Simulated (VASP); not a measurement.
# TaSi2 (Pn-3m) in VASP: a series of runs

Runs on TaSi2. Level: r2SCAN. Tasks: single point.

Everything below comes from runs of VASP 6.6.1. Logs are shortened: lines on timing, memory, paths and dates and some standing lists are left out, and cuts for length are marked.

### 1 The cell of the first run

Symmetry: Pn-3m, No. 224, cubic system. The conventional cell has a = 4.518 Å, b = 4.518 Å, c = 4.518 Å, α = 90.00°, β = 90.00°, γ = 90.00°. Ta (site symmetry -43m) has 4 Si at 1.96 Å within 2.6 Å. Within 2.6 Å of Si (site symmetry -3m) lie 2 Ta at 1.96 Å.

### 2 Single point, r2SCAN

Contents of POSCAR:

```
TaSi2
1.0
    4.5182925375      0.0000000000      0.0000000000
    0.0000000000      4.5182925375      0.0000000000
    0.0000000000      0.0000000000      4.5182925375
Ta Si
2 4
Direct
    0.0000000000      0.0000000000      0.0000000000
    0.5000000000      0.5000000000      0.5000000000
    0.2500000000      0.2500000000      0.2500000000
    0.2500000000      0.7500000000      0.7500000000
    0.7500000000      0.7500000000      0.2500000000
    0.7500000000      0.2500000000      0.7500000000
```

Contents of INCAR.step1:

```
SYSTEM = TaSi2
PREC     = Accurate       ! precision mode
ENCUT    = 520            ! plane-wave cutoff, eV
ISMEAR   = 0              ! smearing method
SIGMA    = 0.1            ! smearing width, eV
LREAL    = .FALSE.        ! projectors in reciprocal space
LASPH    = .TRUE.         ! aspherical terms in the spheres
NELM     = 100            ! most SCF steps
NBANDS   = 28             ! bands
GGA      = PE             ! functional
ALGO     = Normal         ! electronic algorithm
EDIFF    = 1E-4           ! SCF threshold, eV
LWAVE    = .TRUE.         ! write WAVECAR
LCHARG   = .FALSE.        ! write CHGCAR
```

Contents of INCAR.step2:

```
SYSTEM = TaSi2
PREC     = Accurate       ! precision mode
ENCUT    = 520            ! plane-wave cutoff, eV
EDIFF    = 1E-6           ! SCF threshold, eV
ISMEAR   = 0              ! smearing method
SIGMA    = 0.1            ! smearing width, eV
LREAL    = .FALSE.        ! projectors in reciprocal space
LASPH    = .TRUE.         ! aspherical terms in the spheres
NELM     = 100            ! most SCF steps
ALGO     = Normal         ! electronic algorithm
ISIF     = 2              ! what is computed and relaxed
LWAVE    = .FALSE.        ! write WAVECAR
LCHARG   = .FALSE.        ! write CHGCAR
METAGGA  = R2SCAN         ! meta-GGA
LMIXTAU  = .TRUE.       
NBANDS   = 28             ! bands
ISTART   = 1
```

Contents of KPOINTS:

```
Automatic mesh
0
G
  4 4 4
  0 0 0
```

Potentials or basis: VASP PAW PBE potentials, release 64 (Ta_pv, Si).

Started as:

```
cat potpaw_PBE.64/Ta_pv/POTCAR potpaw_PBE.64/Si/POTCAR > POTCAR
cp INCAR.step1 INCAR
mpirun -np 1 vasp_std > vasp.out
cp INCAR.step2 INCAR
mpirun -np 1 vasp_std > vasp.out
```

OUTCAR:

```text
SYSTEM = TaSi2
   PREC = Accurate
   ENCUT = 520
   EDIFF = 1E-6
   ISMEAR = 0
   LREAL = .FALSE.
   LASPH = .TRUE.
   NELM = 100
   ISIF = 2
   METAGGA = R2SCAN
   ISTART = 1

 ion  position               nearest neighbor table
   1  0.000  0.000  0.000-   3 1.96   4 1.96   5 1.96   6 1.96
   2  0.500  0.500  0.500-   3 1.96   4 1.96   5 1.96   6 1.96
   3  0.250  0.250  0.250-   1 1.96   2 1.96
   4  0.250  0.750  0.750-   1 1.96   2 1.96
   5  0.750  0.750  0.250-   1 1.96   2 1.96
   6  0.750  0.250  0.750-   1 1.96   2 1.96

  LATTYP: Found a simple cubic cell.
 ALAT       =     4.5182925375

  Lattice vectors:

 A1 = (   4.5182925375,   0.0000000000,   0.0000000000)
 A2 = (   0.0000000000,   4.5182925375,   0.0000000000)
 A3 = (   0.0000000000,   0.0000000000,   4.5182925375)

Analysis of symmetry for initial positions (statically):
=====================================================================
 Subroutine PRICEL returns:
 Original cell was already a primitive cell.

 Routine SETGRP: Setting up the symmetry group for a
 simple cubic supercell.

 Subroutine GETGRP returns: Found 48 space group operations
 (whereof 24 operations were pure point group operations)
 out of a pool of 48 trial point group operations.

The static configuration has the point symmetry T_d .
 The point group associated with its full space group is O_h .

Analysis of symmetry for dynamics (positions and initial velocities):
=====================================================================
 Subroutine PRICEL returns:
 Original cell was already a primitive cell.

 Routine SETGRP: Setting up the symmetry group for a
 simple cubic supercell.

 Subroutine GETGRP returns: Found 48 space group operations
 (whereof 24 operations were pure point group operations)
 out of a pool of 48 trial point group operations.

The dynamic configuration has the point symmetry T_d .
 The point group associated with its full space group is O_h .

 Subroutine INISYM returns: Found 48 space group operations
 (whereof 24 operations are pure point group operations),
 and found     1 'primitive' translations

----------------------------------------------------------------------------------------

                                     Primitive cell

  volume of cell :      92.2408

  direct lattice vectors                    reciprocal lattice vectors
     4.518292537  0.000000000  0.000000000     0.221322544  0.000000000  0.000000000
     0.000000000  4.518292537  0.000000000     0.000000000  0.221322544  0.000000000
     0.000000000  0.000000000  4.518292537     0.000000000  0.000000000  0.221322544

  length of vectors
     4.518292537  4.518292537  4.518292537     0.221322544  0.221322544  0.221322544

  position of ions in fractional coordinates (direct lattice)
     0.000000000  0.000000000  0.000000000
     0.500000000  0.500000000  0.500000000
     0.250000000  0.250000000  0.250000000
     0.250000000  0.750000000  0.750000000
     0.750000000  0.750000000  0.250000000
     0.750000000  0.250000000  0.750000000

  ion indices of the primitive-cell ions
   primitive index   ion index
                 1           1
                 2           2
                 3           3
                 4           4
                 5           5
                 6           6

----------------------------------------------------------------------------------------

 KPOINTS: Automatic mesh

Automatic generation of k-mesh.
 Grid dimensions read from file:
 generate k-points for:    4    4    4

 Generating k-lattice:

  Cartesian coordinates                     Fractional coordinates (reciprocal lattice)
     0.055330636  0.000000000  0.000000000     0.250000000  0.000000000  0.000000000
     0.000000000  0.055330636  0.000000000     0.000000000  0.250000000  0.000000000
     0.000000000  0.000000000  0.055330636     0.000000000  0.000000000  0.250000000

  Length of vectors
     0.055330636  0.055330636  0.055330636

  Shift w.r.t. Gamma in fractional coordinates (k-lattice)
     0.000000000  0.000000000  0.000000000

 Subroutine IBZKPT returns following result:
 ===========================================

 Found     10 irreducible k-points:

 Following reciprocal coordinates:
            Coordinates               Weight
  0.000000  0.000000  0.000000      1.000000
  0.250000  0.000000  0.000000      6.000000
  0.500000  0.000000  0.000000      3.000000
  0.250000  0.250000  0.000000     12.000000
  0.500000  0.250000  0.000000     12.000000
  0.500000  0.500000  0.000000      3.000000
  0.250000  0.250000  0.250000      8.000000
  0.500000  0.250000  0.250000     12.000000
  0.500000  0.500000  0.250000      6.000000
  0.500000  0.500000  0.500000      1.000000
   k-points           NKPTS =     10   k-points in BZ     NKDIM =     10   number of bands    NBANDS=     28
   number of dos      NEDOS =    301   number of ions     NIONS =      6
   total plane-waves  NPLWV =  46656
   dimension x,y,z NGX =    36 NGY =   36 NGZ =   36
   dimension x,y,z NGXF=    72 NGYF=   72 NGZF=   72
   ions per type =               2   4
   NGX,Y,Z   is equivalent  to a cutoff of  13.25, 13.25, 13.25 a.u.
   NGXF,Y,Z  is equivalent  to a cutoff of  26.49, 26.49, 26.49 a.u.
 SYSTEM =  TaSi2
   PREC   = accura    normal or accurate (medium, high low for compatibility)
   ISTART =      1    job   : 0-new  1-cont  2-samecut
   ICHARG =      0    charge: 1-file 2-atom 10-const
   ISPIN  =      1    spin polarized calculation?
   LNONCOLLINEAR =      F non collinear calculations
   LSORBIT =      F    spin-orbit coupling
   LASPH  =      T    aspherical Exc in radial PAW
   ENCUT  =  520.0 eV  38.22 Ry    6.18 a.u.   8.40  8.40  8.40*2*pi/ulx,y,z
   NELM   =    100;   NELMIN=  2; NELMDL=  0     # of ELM steps
   EDIFF  = 0.1E-05   stopping-criterion for ELM
   LREAL  =      F    real-space projection
   EDIFFG = 0.1E-04   stopping-criterion for IOM
   NSW    =      0    number of steps for IOM
   IBRION =     -1    ionic relax: 0-MD 1-quasi-New 2-CG
   NFREE  =      0    steps in history (QN), initial steepest desc. (CG)
   ISIF   =      2    stress and relaxation
   ISYM   =      2    0-nonsym 1-usesym 2-fastsym
   POTIM  = 0.5000    time-step for ionic-motion
   TEBEG  =    0.0;   TEEND  =   0.0 temperature during run
   PSTRESS=    0.0 pullay stress
   NELECT =      38.0000    total number of electrons
   NUPDOWN=      -1.0000    fix difference up-down
   EMIN   =  10.00;   EMAX   =-10.00  energy-range for DOS
   EFERMI =   0.00;   METHOD = LEGACY
   ISMEAR =     0;   SIGMA  =   0.10  broadening in eV -4-tet -1-fermi 0-gaus
   EFERMI_NEDOS =   21; number of points for ismear=-14 and -15
   IALGO  =     38    algorithm
   IMIX   =      4    mixing-type and parameters
     AMIX     =   0.40;   BMIX     =  1.00
     AMIX_MAG =   1.60;   BMIX_MAG =  1.00
  volume/ion in A,a.u.               =      15.37       103.75
  Fermi-wavevector in a.u.,A,eV,Ry     =   1.218134  2.301939 20.189006  1.483850
  Thomas-Fermi vector in A             =   2.353431
   LORBIT       =      0    0 simple, 1 ext, 2 COOP (PROOUT), +10 PAW based schemes
   METAGGA = R2SCAN    functional components
   LHFCALC =     F    Hartree Fock is set to
   AEXX    =    0.0000 exact exchange contribution
   IVDW    =     0    specifies the selected vdW correction
   LEPSILON=     F    determine dielectric tensor
   LRPA    =     F    only Hartree local field effects (RPA)
 non-spin polarized calculation
 Gauss-broadening in eV      SIGMA  =   0.10
  energy-cutoff  :      520.00
  volume of cell :       92.24
 maximum number of plane-waves:      2517
 NGX is ok and might be reduce to    36
   NGX = 17   NGY = 17   NGZ = 17

 number of electron      37.9999995 magnetization

 Free energy of the ion-electron system (eV)
  ---------------------------------------------------
  ext. energy  EPLUGINS =         0.00000000
  ---------------------------------------------------
  free energy    TOTEN  =      -102.68893782 eV

  energy without entropy =     -102.65821577  energy(sigma->0) =     -102.67357679

 E-fermi :   7.1491     XC(G=0): -12.0644

 val. band max:        7.1443105403   @ k =   0.5000   0.5000   0.5000
 cond. band min:       7.1649561191   @ k =   0.5000   0.2500   0.0000
 fundamental gap:      0.0206455788
 Fermi energy:         7.1491196057

 k-point     1 :       0.0000    0.0000    0.0000
  band No.  band energies     occupation
      1     -26.5411      2.00000
      2     -26.5411      2.00000
      3     -26.5411      2.00000
      4     -26.4214      2.00000
      5     -26.4214      2.00000
      6     -26.4214      2.00000
[... 20 lines left out ...]
     27      11.8319      0.00000
     28      15.5161      0.00000

 k-point     2 :       0.2500    0.0000    0.0000
  band No.  band energies     occupation
      1     -26.5303      2.00000
      2     -26.5303      2.00000
      3     -26.5293      2.00000
      4     -26.4448      2.00000
      5     -26.4313      2.00000
      6     -26.4313      2.00000
[... 20 lines left out ...]
     27      11.2503      0.00000
     28      14.3277      0.00000

 k-point     3 :       0.5000    0.0000    0.0000
  band No.  band energies     occupation
      1     -26.5167      2.00000
      2     -26.5167      2.00000
      3     -26.4929      2.00000
      4     -26.4929      2.00000
      5     -26.4442      2.00000
      6     -26.4442      2.00000
[... 20 lines left out ...]
     27      13.3953      0.00000
     28      13.3953      0.00000

 k-point     4 :       0.2500    0.2500    0.0000
  band No.  band energies     occupation
      1     -26.5503      2.00000
      2     -26.5280      2.00000
      3     -26.4967      2.00000
      4     -26.4733      2.00000
      5     -26.4362      2.00000
      6     -26.4222      2.00000
[... 20 lines left out ...]
     27      12.6729      0.00000
     28      13.4902      0.00000

 k-point     5 :       0.5000    0.2500    0.0000
  band No.  band energies     occupation
      1     -26.5425      2.00000
      2     -26.5425      2.00000
      3     -26.4828      2.00000
      4     -26.4828      2.00000
      5     -26.4327      2.00000
      6     -26.4327      2.00000
[... 20 lines left out ...]
     27      13.9986      0.00000
     28      13.9986      0.00000

 k-point     6 :       0.5000    0.5000    0.0000
  band No.  band energies     occupation
      1     -26.5595      2.00000
      2     -26.5595      2.00000
      3     -26.4795      2.00000
      4     -26.4795      2.00000
      5     -26.4231      2.00000
      6     -26.4231      2.00000
[... 20 lines left out ...]
     27      15.3932      0.00000
     28      15.4733      0.00000

 k-point     7 :       0.2500    0.2500    0.2500
  band No.  band energies     occupation
      1     -26.5386      2.00000
      2     -26.5386      2.00000
      3     -26.5156      2.00000
      4     -26.4567      2.00000
      5     -26.4332      2.00000
      6     -26.4332      2.00000
[... 20 lines left out ...]
     27      13.4356      0.00000
     28      14.3539      0.00000

 k-point     8 :       0.5000    0.2500    0.2500
  band No.  band energies     occupation
      1     -26.5477      2.00000
      2     -26.5284      2.00000
      3     -26.5235      2.00000
      4     -26.4475      2.00000
      5     -26.4474      2.00000
      6     -26.4305      2.00000
[... 20 lines left out ...]
     27      14.5834      0.00000
     28      14.8812      0.00000

 k-point     9 :       0.5000    0.5000    0.2500
  band No.  band energies     occupation
      1     -26.5468      2.00000
      2     -26.5468      2.00000
      3     -26.5132      2.00000
      4     -26.4568      2.00000
      5     -26.4351      2.00000
      6     -26.4351      2.00000
[... 20 lines left out ...]
     27      13.0359      0.00000
     28      15.9743      0.00000

 k-point    10 :       0.5000    0.5000    0.5000
  band No.  band energies     occupation
      1     -26.5303      2.00000
      2     -26.5303      2.00000
      3     -26.5303      2.00000
      4     -26.4507      2.00000
      5     -26.4507      2.00000
      6     -26.4507      2.00000
[... 20 lines left out ...]
     27      12.0767      0.00000
     28      16.5807      0.00000

------------------------ aborting loop because EDIFF is reached ----------------------------------------

  FORCE on cell =-STRESS in cart. coord.  units (eV):
  Direction    XX          YY          ZZ          XY          YZ          ZX
  --------------------------------------------------------------------------------------
  -------------------------------------------------------------------------------------
  Total       66.2034643     66.2034643     66.2034643     -0.0000000      0.0000000     -0.0000000
  in kB     1149.9216759   1149.9216759   1149.9216759     -0.0000000      0.0000000     -0.0000000
  external PRESSURE =    1149.9216759 kB  Pullay stress =       0.0000000 kB

 VOLUME and BASIS-vectors are now :
 -----------------------------------------------------------------------------
  energy-cutoff  :      520.00
  volume of cell :       92.24
      direct lattice vectors                 reciprocal lattice vectors
     4.518292537  0.000000000  0.000000000     0.221322544  0.000000000  0.000000000
     0.000000000  4.518292537  0.000000000     0.000000000  0.221322544  0.000000000
     0.000000000  0.000000000  4.518292537     0.000000000  0.000000000  0.221322544

 POSITION                                       TOTAL-FORCE (eV/Angst)
 -----------------------------------------------------------------------------------
      0.00000      0.00000      0.00000        -0.000000      0.000000     -0.000000
      2.25915      2.25915      2.25915         0.000000      0.000000      0.000000
      1.12957      1.12957      1.12957        -0.000000     -0.000000     -0.000000
      1.12957      3.38872      3.38872         0.000000      0.000000     -0.000000
      3.38872      3.38872      1.12957        -0.000000     -0.000000      0.000000
      3.38872      1.12957      3.38872         0.000000     -0.000000     -0.000000
 -----------------------------------------------------------------------------------
    total drift:                                0.000000      0.000000      0.000000

  FREE ENERGIE OF THE ION-ELECTRON SYSTEM (eV)
  ---------------------------------------------------
  free  energy   TOTEN  =      -102.6889378203 eV

  energy  without entropy=     -102.6582157659  energy(sigma->0) =     -102.67357679
```

Run time: 65 s. Hardware: 1 thread of AMD EPYC 9R45 (Zen 5), shared host; peak memory 0.18 GiB.

What came out:

```
Free energy            : -102.6889 eV
Pressure               : 115.0 GPa
Band gap on the k mesh : zero (band 19 reaches 8.80 eV, above the bottom of band 20 at 6.58 eV)
```

Caveat: the PAW data sets were made with another functional, which shifts forces and pressure a little; spin-orbit coupling is left out, which moves the levels of the heavy elements.

[end of part 1 of 2]
